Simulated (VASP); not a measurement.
Write the native input for VASP 6.6.1 that does the following.

```yaml
Task: single point
Functional: PBE
Potentials_or_basis: VASP PAW PBE potentials, release 64 (Ti_sv, Co)
Cutoff: 520 eV
k_mesh: 16 × 16 × 16
Occupations: gaussian, width 0.15 eV
Spin: collinear spin, ferromagnetic start
Starting_moments: "[0.0, 0.6] μB"
Dipole_correction: no
Further_INCAR_settings: ALGO = Fast; EDIFF = 1e-06; NBANDS = 22
```

The structure of TiCo lies in POSCAR:

```
TiCo
1.0
    2.9861109900      0.0000000000      0.0000000000
    0.0000000000      3.1428818170      0.0000000000
    0.0000000000      0.0000000000      2.9861109900
Ti Co
1 1
Direct
    0.0000000000      0.0000000000      0.0000000000
    0.5000000000      0.5000000000      0.5000000000
```

This cell differs from its parent crystal: strain +0.0525 x Voigt [0, 1, 0, 0, 0, 0].

The input as run:

INCAR

```
SYSTEM = TiCo
PREC = Accurate
ENCUT = 520
EDIFF = 1E-6
ISMEAR = 0
SIGMA = 0.15
LREAL = .False.
LASPH = .True.
NELM = 150
ALGO = Fast
ISIF = 2
LWAVE = .False.
LCHARG = .True.
ISPIN = 2
MAGMOM = 0 0.6
LORBIT = 11
LMAXMIX = 4
GGA = PE
LELF = .True.
LVHAR = .True.
NBANDS = 22
```

KPOINTS

```
regular mesh
0
Gamma
  16 16 16
  0 0 0
```

Potentials or basis: VASP PAW PBE potentials, release 64 (Ti_sv, Co).

Command:

```console
$ cat potpaw_PBE.64/Ti_sv/POTCAR potpaw_PBE.64/Co/POTCAR > POTCAR
$ mpirun -np 1 vasp_std > vasp.out
```

It gave:

* Pressure: -8.2 GPa
* Net moment: 0.85 μB per cell
* Site moments: Ti -0.07; Co +0.98 μB
* Valence electrons inside the program's atomic spheres: Ti 10.22; Co 8.21

Caveat: the cell differs from its parent crystal (strain +0.0525 x Voigt [0, 1, 0, 0, 0, 0]); the stress differs along the axes, from -12 to -6 GPa.

Wall time 7.1 min on 1 thread of Intel(R) Xeon(R) 6975P-C (Granite Rapids), with other jobs on the host, peak memory 0.46 GiB.
